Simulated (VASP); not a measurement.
**Pm: single point with PBE**

Pm:

```
CELL_PARAMETERS angstrom
-1.87556 1.87556 1.87556
1.87556 -1.87556 1.87556
1.87556 1.87556 -1.87556
ATOMIC_POSITIONS crystal
Pm 0.00000 0.00000 0.00000
```

This isn't the form of Pm at room conditions, which is double hcp.

```json
{
 "Program": "VASP 6.6.1",
 "Task": "single point",
 "Functional": "PBE",
 "Potentials or basis": "VASP PAW PBE potentials, release 64 (Pm)",
 "Cutoff": "520 eV",
 "k mesh": "12 × 12 × 12",
 "Occupations": "fermi-dirac, width 0.136057 eV",
 "Spin": "no spin polarisation",
 "Dipole correction": "no",
 "Further INCAR settings": "ALGO = Normal; EDIFF = 1e-06; NBANDS = 14"
}
```

| Quantity | Value |
| --- | --- |
| Pressure | 0.2 GPa |
| Band gap on the k mesh | zero (an odd number of electrons rules out a gap without spin polarisation) |

Levels at points of the mesh, in eV from the Fermi level:
```tsv
k point	band 5	band 6	band 7	band 8	band 9	band 10
(0.00, 0.00, 0.00)	-3.61	-0.19	-0.19	-0.19	0.37	0.37
(0.50, 0.00, 0.00)	-2.02	-0.16	-0.02	0.09	0.10	0.27
(0.50, 0.50, 0.50)	-2.24	-2.24	-0.09	0.09	0.09	0.09
```

It took 110 s on 1 thread of Intel Xeon 8259CL, on a shared host, peak memory 0.17 GiB.

Caveat: spin-orbit coupling is left out, which moves the levels of the heavy elements; semilocal functionals describe open f shells poorly, which spoils levels, moments and volumes. Spin polarisation is off, so any magnetic state and its effect on volume and gap are missing.
